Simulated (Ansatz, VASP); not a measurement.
# Two plane-wave programs on PtS2

```xyz
3
Lattice="3.5415 0.0000 0.0000 -1.7707 3.0670 0.0000 0.0000 0.0000 28.7200" Properties=species:S:1:pos:R:3 pbc="T T T"
S     0.0000    2.0447    6.9882
S     1.7707    1.0223    9.4718
Pt    0.0000    0.0000    8.2300
```

Alike in both runs: functional PBE; dispersion D3(BJ); k mesh 12 × 12 × 1; occupations gaussian, width 0.03 eV; no spin polarisation.

Ansatz relaxed the structure, and its values are those at the end. VASP's run is a single point on that final structure, the one shown.

```csv
,VASP,Ansatz
version,VASP 6.6.1,Ansatz 0.2.0
potentials or method,"VASP PAW PBE potentials, release 64 (S, Pt), cutoff 400 eV","scalar-relativistic, plane waves, PAW"
valence electrons in the cell,22,30
```

|  | VASP | Ansatz | Ansatz less VASP |
| --- | --- | --- | --- |
| gap on the k mesh at the Fermi level (eV) | 1.83 | 1.82 | -0.006 |
| least direct gap on the mesh (eV) | 1.97 | 1.97 | -0.006 |
| rms of the force components (eV/Å) | 0.018 | 0.000 | -0.0183 |

VASP's potentials hold 22 valence electrons a cell and Ansatz's 30, so a difference there can come from the potentials and not from the codes. Ansatz's warnings: slab cell height set, structure snapped to symmetry.

Spin-orbit coupling is off throughout.
